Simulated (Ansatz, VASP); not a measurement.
## Two plane-wave programs on TaS2

```
CELL_PARAMETERS angstrom
3.24950 0.00000 0.00000
-1.62475 2.81415 0.00000
0.00000 0.00000 5.86000
ATOMIC_POSITIONS crystal
Ta 0.00000 0.00000 0.00000
S 0.33333 0.66667 0.25000
S 0.66667 0.33333 0.75000
```

Change from the starting cell: equal xx and yy strain of -3 %, PAW files.

Alike in both runs: task electric field gradients; functional PBE; k mesh 9 × 9 × 5; occupations fermi-dirac, width 0.03 eV; no spin polarisation.

```csv
,VASP,Ansatz
version,VASP 6.6.1,Ansatz 0.2.0
potentials or method,"VASP PAW PBE potentials, release 64 (Ta_pv, S)","PAW with Ansatz's default frozen-core files, scalar-relativistic"
plane-wave cutoff (eV),400,420
valence electrons in the cell,23,25
```

```tsv
	VASP	Ansatz	Ansatz less VASP
pressure (GPa)	20.1	20.1	-0.04
traceless stress, the component that is largest in VASP (GPa)	1.56	1.51	-0.045
rms of the force components (eV/Å)	1.041	1.034	-0.0066
size of Vzz on the site where it differs most (V/Å²)	151.6	187.1	+35.49
```

Atom by atom the forces differ by 0.007 eV/Å (rms over components). VASP's potentials hold 23 valence electrons a cell and Ansatz's 25, so a difference there can come from the potentials and not from the codes.

Spin-orbit coupling is off throughout.
